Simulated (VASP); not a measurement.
Wanted: the native input for a VASP 6.6.1 run.

| Quantity | Value |
| --- | --- |
| Task | relaxation of cell and atoms |
| Functional | BLYP |
| Potentials or basis | VASP PAW PBE potentials, release 64 (La) |
| Cutoff | 600 eV |
| k mesh | 10 × 10 × 5 |
| Occupations | fermi-dirac, width 0.1 eV |
| Spin | no spin polarisation |
| Dipole correction | no |
| Further INCAR settings | ALGO = Normal; EDIFF = 1e-06; IBRION = 2; EDIFFG = -0.01; NSW = 80; ISIF = 3 |

The structure of La lies in POSCAR:

```
La
1.0
    3.7542362609      0.0000000000      0.0000000000
   -1.8771181304      3.2512639737      0.0000000000
    0.0000000000      0.0000000000      6.1306678140
La
2
Direct
    0.3333333333      0.6666666667      0.2500000000
    0.6666666667      0.3333333333      0.7500000000
```

These files were run (other wordings do the same):

INCAR

```
PREC = Accurate
ENCUT = 600
EDIFF = 1E-6
ISMEAR = -1
SIGMA = 0.1
LREAL = False
LASPH = True
NELM = 80
ALGO = Normal
ISIF = 3
LWAVE = False
LCHARG = False
GGA = B5
ALDAX = 1.0
AGGAX = 1.0
AGGAC = 1.0
ALDAC = 0.0
IBRION = 2
NSW = 80
EDIFFG = -0.01
```

KPOINTS

```
Automatic mesh
0
Gamma
  10 10 5
```

Potentials or basis: VASP PAW PBE potentials, release 64 (La).

Run with:

```sh
$ cat potpaw_PBE.64/La/POTCAR > POTCAR
$ mpirun -np 1 vasp_std > vasp.out
```

Results of the run:

| Property | Result |
| --- | --- |
| Relaxed volume | 40.60 Å³/atom |
| Relaxed cell | a = 3.879 Å, b = 3.879 Å, c = 6.233 Å, α = 90.00°, β = 90.00°, γ = 120.00° |
| Space group after relaxing (to 0.05 Å) | P6_3/mmc (No. 194) |
| Energy gained by relaxing | 21.2 meV/atom |
| Ionic steps | 7 |
| Pressure after relaxing | 0.0 GPa |
| Band gap on the k mesh | zero (band 11 reaches 8.52 eV, above the bottom of band 12 at 7.26 eV) |

Caveat: the PAW data sets were made with another functional, which shifts forces and pressure a little; spin-orbit coupling is left out, which moves the levels of the heavy elements.

Wall time 6.1 min on 1 thread of Intel(R) Xeon(R) Platinum 8375C CPU @ 2.90GHz (Ice Lake), with other jobs on the host, peak memory 0.25 GiB.
